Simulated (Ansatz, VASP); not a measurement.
**Bi3O: VASP beside Ansatz**

```
CELL_PARAMETERS angstrom
3.33840 0.00000 0.00000
0.00000 3.33840 0.00000
0.00000 0.00000 8.73477
ATOMIC_POSITIONS crystal
Bi 0.50000 0.50000 0.82391
Bi 0.00000 0.00000 0.50000
Bi 0.50000 0.50000 0.17609
O 0.00000 0.00000 0.00000
```

Change from the starting cell: species swapped into the TlIn3 type (P4/mmm, No. 123).

Alike in both runs: functional PBE; k mesh 14 × 14 × 6; occupations gaussian, width 0.1 eV; no spin polarisation.

Ansatz relaxed the structure, and its values are those at the end. VASP's run is a single point on that final structure, the one shown.

```csv
,VASP,Ansatz
version,VASP 6.6.1,Ansatz 0.2.0
potentials or method,"VASP PAW PBE potentials, release 64 (Bi_d, O), cutoff 520 eV","scalar-relativistic, plane waves, PAW"
valence electrons in the cell,51,51
```

```csv
,VASP,Ansatz,Ansatz less VASP
gap on the k mesh at the Fermi level (eV),none,none,-
pressure (GPa),-0.1,0.0,+0.07
```

A gap of «none» marks a metal or a gap that the smearing closes.

Neither program's run includes spin-orbit coupling.
